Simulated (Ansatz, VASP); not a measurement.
Hf3Ti: VASP beside Ansatz

```
CELL_PARAMETERS angstrom
4.40153 0.00000 0.00000
0.00000 4.40153 0.00000
0.00000 0.00000 4.40153
ATOMIC_POSITIONS crystal
Hf 0.00000 0.50000 0.50000
Hf 0.50000 0.00000 0.50000
Hf 0.50000 0.50000 0.00000
Ti 0.00000 0.00000 0.00000
```

Alike in both runs: functional PBE; k mesh 4 × 4 × 4; occupations gaussian, width 0.1 eV; no spin polarisation.

Ansatz relaxed the structure, and its values are those at the end. VASP's run is a single point on that final structure, the one shown.

|  | VASP | Ansatz |
| --- | --- | --- |
| version | VASP 6.6.1 | Ansatz 0.2.0 |
| potentials or method | VASP PAW PBE potentials, release 64 (Hf_pv, Ti_sv), cutoff 520 eV | scalar-relativistic, plane waves, PAW |
| valence electrons in the cell | 42 | 90 |

Ansatz gave:

```
gap on the k mesh at the Fermi level (eV) : none
pressure (GPa)                            : 0.1
```

Which values does VASP return?

gap on the k mesh at the Fermi level (eV): none; pressure (GPa): -0.3.

A gap of «none» marks a metal or a gap that the smearing closes. The functional is the same, so the differences come from potentials, cutoffs and numerics. VASP's potentials hold 42 valence electrons a cell and Ansatz's 90, so a difference there can come from the potentials and not from the codes. Ansatz's warnings: bands unlocked at the loops exit, eigensolver not converged.

Neither program's run includes spin-orbit coupling.
